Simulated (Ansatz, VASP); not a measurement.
## Sb in VASP and in Ansatz

```xyz
2
Lattice="2.1542 1.2437 3.7580 -2.1542 1.2437 3.7580 0.0000 -2.4875 3.7580" Properties=species:S:1:pos:R:3 pbc="T T T"
Sb    0.0000    0.0000    8.6416
Sb    0.0000    0.0000    2.6324
```

Alike in both runs: task single point; functional PBE; k mesh 5 × 5 × 5; occupations fermi-dirac, width 0.02 eV; no spin polarisation.

|  | VASP | Ansatz |
| --- | --- | --- |
| version | VASP 6.6.1 | Ansatz 0.2.0 |
| potentials or method | VASP PAW PBE potentials, release 64 (Sb), cutoff 520 eV | all-electron LAPW, scalar-relativistic |

```csv
,VASP,Ansatz,Ansatz less VASP
gap on the k mesh at the Fermi level (eV),0.38,0.38,-0.001
least direct gap on the mesh (eV),0.72,0.71,-0.010
pressure (GPa),2.7,2.6,-0.04
"traceless stress, the component that is largest in VASP (GPa)",-0.78,-0.75,+0.031
rms of the force components (eV/Å),0.043,0.022,-0.0210
```

Atom by atom the forces differ by 0.021 eV/Å (rms over components). Ansatz ran all-electron here, and VASP with PAW potentials.

Spin-orbit coupling is off throughout.
